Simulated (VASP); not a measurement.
A run of VASP 6.6.1 is set up as follows.

INCAR

```
ALGO = Normal
EDIFF = 1E-7
ENCUT = 520
GGA = PE
ISIF = 2
ISMEAR = -1
LASPH = True
LCHARG = True
LELF = True
LREAL = False
LVHAR = True
LWAVE = False
NBANDS = 14
NELM = 100
PREC = Accurate
SIGMA = 0.1
```

The input KPOINTS:

```
k-points
0
Gamma
  8 8 6
```

File POSCAR:

```
HfB
1.0
    2.8492073377      0.0000000000      0.0000000000
    0.0000000000      2.8492073377      0.0000000000
    0.0000000000      0.0000000000      3.3007195940
Hf B
1 1
Direct
    0.0000000000      0.0000000000      0.0000000000
    0.5000000000      0.5000000000      0.5000000000
```

Potentials or basis: VASP PAW PBE potentials, release 64 (Hf_pv, B).

The run is started by

```console
$ cat potpaw_PBE.64/Hf_pv/POTCAR potpaw_PBE.64/B/POTCAR > POTCAR
$ mpirun -np 1 vasp_std > vasp.out
```

Q: What does it give for the pressure?

A: -0.5 GPa.

Stress tensor (GPa, compression positive):
```
-0.63  0.00  0.00
 0.00 -0.63  0.00
 0.00  0.00 -0.35
```
